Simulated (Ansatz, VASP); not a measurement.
Ag in VASP and in Ansatz

Contents of INCAR:

```
SYSTEM = Ag
  ALGO = Fast
  EDIFF = 1E-7
  ENCUT = 520
  GGA = PE
  ISIF = 2
  ISMEAR = 0
  LASPH = .True.
  LCHARG = .False.
  LREAL = .False.
  LWAVE = .False.
  NBANDS = 12
  NELM = 100
  PREC = Accurate
  SIGMA = 0.05
```

The input KPOINTS:

```
k-points
0
Gamma
  14 14 14
  0 0 0
```

Contents of POSCAR:

```
Ag
1.0
    0.0000000000      2.0450007074      2.0450007074
    2.0450007074      0.0000000000      2.0450007074
    2.0450007074      2.0450007074      0.0000000000
Ag
1
Direct
    0.0000000000      0.0000000000      0.0000000000
```

Input for Ansatz:

```yaml
crystal:
  lattice:
    - [0.0, 2.0450007074, 2.0450007074]
    - [2.0450007074, 0.0, 2.0450007074]
    - [2.0450007074, 2.0450007074, 0.0]
  atoms:
    - { symbol: Ag, position: [0.0, 0.0, 0.0] }
basis:
  ecutwfc: 420
  ecutrho_ratio: 4
kpoints:
  mp_grid: { grid: [14, 14, 14] }
hamiltonian:
  xc: pbe
scf:
  occupations: { method: gaussian, width: 0.05 }
output:
  forces: true
  stress: true
  eigenvalues: true
```

Alike in both runs: task single point; functional PBE; k mesh 14 × 14 × 14; occupations gaussian, width 0.05 eV; no spin polarisation.

|  | VASP | Ansatz |
| --- | --- | --- |
| version | VASP 6.6.1 | Ansatz 0.2.0 |
| potentials or method | VASP PAW PBE potentials, release 64 (Ag), cutoff 520 eV | scalar-relativistic, plane waves, PAW |
| valence electrons in the cell | 11 | 19 |

```csv
,VASP,Ansatz,Ansatz less VASP
gap on the k mesh at the Fermi level (eV),none,none,-
pressure (GPa),4.1,4.2,+0.16
```

A gap of «none» marks a metal or a gap that the smearing closes. VASP's potentials hold 11 valence electrons a cell and Ansatz's 19, so a difference there can come from the potentials and not from the codes.
